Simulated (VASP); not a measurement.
Set up this calculation in VASP 6.6.1, as the native input.

```
Task                   : single point
Functional             : PBEsol
Potentials or basis    : VASP PAW PBE potentials, release 64 (Ge_d)
Cutoff                 : 520 eV
k mesh                 : 24 × 24 × 12
Occupations            : gaussian, width 0.15 eV
Spin                   : no spin polarisation
Dipole correction      : no
Further INCAR settings : ALGO = Fast; EDIFF = 1e-06; NBANDS = 21
```

The structure of Ge lies in POSCAR:

```
Ge
1.0
    1.4110658803     -2.4656796935      0.0000000000
    1.4110658803      2.4656796935      0.0000000000
    0.0000000000      0.0000000000      5.2893154426
Ge
2
Direct
    0.4999654145      0.5000345855      0.2500000000
    0.5000345855      0.4999654145      0.7500000000
```

This isn't the form of Ge at room conditions, which is diamond.

This cell differs from its parent crystal: strain +0.0150 x Voigt [1, -1, 0, 0, 0, 0].

One way to write it, as run:

INCAR

```
SYSTEM = Ge
PREC = Accurate
ENCUT = 520
EDIFF = 1E-6
ISMEAR = 0
SIGMA = 0.15
LREAL = .FALSE.
LASPH = .TRUE.
NELM = 60
ALGO = Fast
ISIF = 2
LWAVE = .FALSE.
LCHARG = .FALSE.
GGA = PS
NBANDS = 21
```

KPOINTS

```
Automatic mesh
0
G
  24 24 12
  0 0 0
```

Potentials or basis: VASP PAW PBE potentials, release 64 (Ge_d).

Command:

```console
$ cat potpaw_PBE.64/Ge_d/POTCAR > POTCAR
$ mpirun -np 1 vasp_std > vasp.out
```

It gave:

The pressure is 0.1 GPa and the band gap on the k mesh is zero (bands 14 and 15 overlap by 9.46 eV).

Caveat: the cell differs from its parent crystal (strain +0.0150 x Voigt [1, -1, 0, 0, 0, 0]); the PAW data sets were made with another functional, which shifts forces and pressure a little.

Run time: 22 min on 1 thread of Oxide Virtual Turin-like Processor, with other jobs on the host, peak memory 0.67 GiB.
